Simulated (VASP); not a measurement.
Input of a VASP 6.6.1 run:

INCAR

```
SYSTEM = Ta
ALGO     = Normal         ! electronic algorithm
EDIFF    = 1E-6           ! SCF threshold, eV
ENCUT    = 520            ! plane-wave cutoff, eV
GGA      = RP             ! functional
ISIF     = 2              ! what is computed and relaxed
ISMEAR   = -1             ! smearing method
LASPH    = .TRUE.         ! aspherical terms in the spheres
LCHARG   = .FALSE.        ! write CHGCAR
LREAL    = .FALSE.        ! projectors in reciprocal space
LWAVE    = .FALSE.        ! write WAVECAR
NBANDS   = 12             ! bands
NELM     = 100            ! most SCF steps
PREC     = Accurate       ! precision mode
SIGMA    = 0.1            ! smearing width, eV
```

Contents of KPOINTS:

```
k-points
0
G
  14 14 14
  0 0 0
```

Contents of POSCAR:

```
Ta
1.0
    0.0000000000      2.0351414997      2.0351414997
    2.0351414997      0.0000000000      2.0351414997
    2.0351414997      2.0351414997      0.0000000000
Ta
1
Direct
    0.0000000000      0.0000000000      0.0000000000
```

Potentials or basis: VASP PAW PBE potentials, release 64 (Ta_pv).

Launch:

```bash
$ cat potpaw_PBE.64/Ta_pv/POTCAR > POTCAR
$ mpirun -np 1 vasp_std > vasp.out
```

(1) Estimate the pressure.

## Answers

(1) 29.8 GPa.

Caveat: the PAW data sets were made with another functional, which shifts forces and pressure a little.
